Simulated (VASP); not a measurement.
Cu3O2: single point with PBEsol

The system is Cu3O2.

```
Cu O
1.0
    -2.00453    1.96484    3.63045
     2.00453   -1.96484    3.63045
     2.00453    1.96484   -3.63045
Cu O
3 2
Direct
  0.25000 0.75000 0.50000
  0.75000 0.25000 0.50000
  0.00000 0.00000 0.00000
  0.00000 0.50000 0.50000
  0.50000 0.00000 0.50000
```

This cell differs from its parent crystal: strain +0.0100 x Voigt [1, -1, 0, 0, 0, 0].

```
Program                : VASP 6.6.1
Task                   : single point
Functional             : PBEsol
Potentials or basis    : VASP PAW PBE potentials, release 64 (Cu, O)
Cutoff                 : 520 eV
k mesh                 : 16 × 16 × 16
Occupations            : gaussian, width 0.15 eV
Spin                   : no spin polarisation
Dipole correction      : no
Further INCAR settings : ALGO = Normal; EDIFF = 1e-06; NBANDS = 30
```

| Item | Value |
| --- | --- |
| Pressure | 1.0 GPa |
| Largest force | 0.101 eV/Å |
| Band gap on the k mesh | zero (an odd number of electrons rules out a gap without spin polarisation) |

Forces on the atoms (eV/Å):
```
Cu   0.000  0.000 -0.101
Cu   0.000  0.000  0.101
Cu   0.000  0.000  0.000
O    0.000  0.000  0.000
O    0.000  0.000  0.000
```

Stress tensor (GPa, compression positive):
```
-0.30  0.00  0.00
 0.00  1.50  0.00
 0.00  0.00  1.71
```

Levels at points of the mesh, in eV from the Fermi level:
```tsv
k point	band 19	band 20	band 21	band 22	band 23	band 24	band 25	band 26	band 27	band 28
(0.00, 0.00, 0.00)	-1.73	-1.55	-0.90	-0.86	0.41	0.51	4.98	5.30	7.11	7.33
(0.50, 0.00, 0.00)	-1.59	-1.36	-0.98	-0.61	-0.22	2.84	3.31	8.12	8.37	8.55
(0.00, 0.50, 0.00)	-1.62	-1.40	-1.01	-0.62	-0.22	2.84	3.26	8.33	8.41	8.42
(0.50, 0.50, 0.00)	-1.59	-0.53	-0.48	-0.24	0.28	1.36	3.63	3.75	7.82	9.48
(0.50, 0.50, 0.50)	-1.84	-1.55	-1.33	-0.37	-0.35	3.46	4.75	6.20	6.50	7.28
```

Wall time 49 min on 1 thread of Intel Xeon 8259CL (shared host), peak memory 0.87 GiB.

Caveat: the cell differs from its parent crystal (strain +0.0100 x Voigt [1, -1, 0, 0, 0, 0]); the PAW data sets were made with another functional, which shifts forces and pressure a little.
